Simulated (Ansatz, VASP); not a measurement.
**Sb: VASP beside Ansatz**

The input INCAR:

```
SYSTEM = Sb
AGGAC = 1.0 ; AGGAX = 1.0
ALDAC = 0.0 ; ALDAX = 1.0
ALGO = Normal ; EDIFF = 1E-6
EDIFFG = -0.01 ; ENCUT = 600
GGA = B5 ; IBRION = 2
ISIF = 3 ; ISMEAR = -1
LASPH = .True. ; LCHARG = .False.
LREAL = .False. ; LWAVE = .False.
NELM = 60 ; NSW = 60
PREC = Accurate ; SIGMA = 0.05
```

File KPOINTS:

```
k-points
0
Gamma
  9 9 5
  0 0 0
```

Contents of POSCAR:

```
Sb
1.0
    3.3545324186      0.0000000000      0.0000000000
   -1.6772662093      2.9051102923      0.0000000000
    0.0000000000      0.0000000000      5.4701606500
Sb
2
Direct
    0.6666666667      0.3333333333      0.7500000000
    0.3333333333      0.6666666667      0.2500000000
```

The input input.yaml:

```yaml
crystal:
  lattice:
    - [3.3545324186, 0.0, 0.0]
    - [-1.6772662093, 2.9051102923, 0.0]
    - [0.0, 0.0, 5.47016065]
  atoms:
    - { symbol: Sb, position: [0.6666666667, 0.3333333333, 0.75] }
    - { symbol: Sb, position: [0.3333333333, 0.6666666667, 0.25] }
hamiltonian:
  xc: blyp
  pseudopotentials: { kind: paw }
kpoints:
  mp_grid: { grid: [9, 9, 5] }
scf:
  occupations: { method: fermi_dirac, width: 0.05 }
output:
  forces: true
  stress: true
  eigenvalues: true
  write_density: true
  write_potential: true
  elf: true
  volumetric_format: npy
relax:
  f_tol: 0.01
  max_steps: 40
  cell: { stress_tol: 0.05 }
```

Alike in both runs: task relaxation of cell and atoms; functional BLYP; k mesh 9 × 9 × 5; occupations fermi-dirac, width 0.05 eV; no spin polarisation.

|  | VASP | Ansatz |
| --- | --- | --- |
| version | VASP 6.6.1 | Ansatz 0.2.0 |
| potentials or method | VASP PAW PBE potentials, release 64 (Sb) | Ansatz PAW |
| plane-wave cutoff (eV) | 600 | 420 |
| valence electrons in the cell | 10 | 30 |

|  | VASP | Ansatz | Ansatz less VASP |
| --- | --- | --- | --- |
| gap on the k mesh at the Fermi level, each at its own relaxed structure (eV) | none | none | - |
| relaxed volume (Å³/atom) | 33.24 | 33.14 | -0.093 |
| relaxed cell length with the largest relative difference (Å) | 4.160 | 4.152 | -0.0083 |

VASP's potentials were made for PBE, not for BLYP. A gap of «none» marks a metal or a gap that the smearing closes. VASP's potentials hold 10 valence electrons a cell and Ansatz's 30, so a difference there can come from the potentials and not from the codes.

Neither program's run includes spin-orbit coupling. Noted on VASP's run: the volume moved by over 15 % at a fixed basis, so the end points are rough. Noted on Ansatz's run: the volume moved by over 15 % at a fixed basis, so the end points are rough; the plane-wave basis is chosen anew once the cell has moved, so the energies of steps on either side of that aren't comparable.
